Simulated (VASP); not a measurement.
Wanted: the native input for a VASP 6.6.1 run.

- Task: single point
- Functional: PBE
- Potentials or basis: VASP PAW PBE potentials, release 64 (Si, C)
- Cutoff: 520 eV
- k mesh: 9 × 6 × 1
- Occupations: gaussian, width 0.05 eV
- Spin: collinear spin
- Starting moments: [0.0, 0.0, 0.0, 0.0, 0.0, 0.0, 0.0, 0.0, 2.0] μB
- Dipole correction: yes
- Further INCAR settings: ALGO = Normal; EDIFF = 1e-07; NBANDS = 32

The structure of Si4C5 lies in POSCAR:

```
Si4C5
1.0
    3.0967389835      0.0000000000      0.0000000000
    0.0000000000      4.3794502696      0.0000000000
    0.0000000000      0.0000000000     20.1332068409
Si C
4 5
Direct
    0.5000000000      0.5000000000      0.1986767449
    0.0000000000      0.0000000000      0.2755829975
    0.5000000000      0.4971399929      0.3554907356
    0.0000000000      0.9498903522      0.4168952508
    0.0000000000      0.2500000000      0.1986767449
    0.5000000000      0.7500000000      0.2755829975
    0.0000000000      0.2559423736      0.3541649052
    0.5000000000      0.7547379257      0.4288043583
    1.0000000000      1.2547379257      0.4854672496
```

These files were run (other wordings do the same):

INCAR

```
SYSTEM = Si4C5
  PREC = Accurate
  ENCUT = 520
  EDIFF = 1E-7
  ISMEAR = 0
  SIGMA = 0.05
  LREAL = .FALSE.
  LASPH = .TRUE.
  NELM = 150
  ALGO = Normal
  ISIF = 2
  LWAVE = .FALSE.
  LCHARG = .FALSE.
  ISPIN = 2
  MAGMOM = 0 0 0 0 0 0 0 0 2
  LORBIT = 11
  LDIPOL = .TRUE.
  IDIPOL = 3
  DIPOL = 0.5 0.5 0.332
  GGA = PE
  NBANDS = 32
```

KPOINTS

```
regular mesh
0
G
  9 6 1
  0 0 0
```

Potentials or basis: VASP PAW PBE potentials, release 64 (Si, C).

Run with:

```bash
$ cat potpaw_PBE.64/Si/POTCAR potpaw_PBE.64/C/POTCAR > POTCAR
$ mpirun -np 1 vasp_std > vasp.out
```

It gave:

```yaml
Largest_force: 3.208 eV/Å
Net_moment: 0.63 μB per cell
Site_moments: Si +0.00, +0.01 (each value once); C -0.01, -0.00, +0.03, +0.04, +0.25 μB
Valence_electrons_inside_the_program's_atomic_spheres: Si 1.60, 1.63, 1.66, 1.77; C 2.38, 2.49, 2.54, 2.48, 2.07
```

Caveat: a moment this small can come from the mesh or the smearing.

Wall time 32 min on 1 thread of Intel Xeon 8259CL (shared host), peak memory 0.61 GiB.
